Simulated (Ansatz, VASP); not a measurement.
# BiSb4O in VASP and in Ansatz

```xyz
6
Lattice="0.0000 4.3388 4.3388 4.3388 0.0000 4.3388 4.3388 4.3388 0.0000" Properties=species:S:1:pos:R:3 pbc="T T T"
Sb    3.2344    5.4432    5.4432
Sb    3.2344    3.2344    3.2344
Sb    5.4432    3.2344    5.4432
Sb    5.4432    5.4432    3.2344
Bi    6.5081    6.5081    6.5081
O     0.0000    0.0000    0.0000
```

Change from the starting cell: species swapped into the CeInPt4 type (F-43m, No. 216).

Alike in both runs: functional PBE; k mesh 8 × 8 × 8; occupations gaussian, width 0.1 eV; no spin polarisation.

Ansatz relaxed the structure, and its values are those at the end. VASP's run is a single point on that final structure, the one shown.

|  | VASP | Ansatz |
| --- | --- | --- |
| version | VASP 6.6.1 | Ansatz 0.2.0 |
| potentials or method | VASP PAW PBE potentials, release 64 (Sb, Bi_d, O), cutoff 520 eV | scalar-relativistic, plane waves, PAW |
| valence electrons in the cell | 41 | 81 |

VASP gave:

```
gap on the k mesh at the Fermi level (eV) : none
pressure (GPa)                            : -0.1
rms of the force components (eV/Å)        : 0.002
```

Task: Which values does Ansatz return?

Result: gap on the k mesh at the Fermi level (eV): none; pressure (GPa): 0.0; rms of the force components (eV/Å): 0.003.

A gap of «none» marks a metal or a gap that the smearing closes. VASP's potentials hold 41 valence electrons a cell and Ansatz's 81, so a difference there can come from the potentials and not from the codes.

Neither program's run includes spin-orbit coupling.
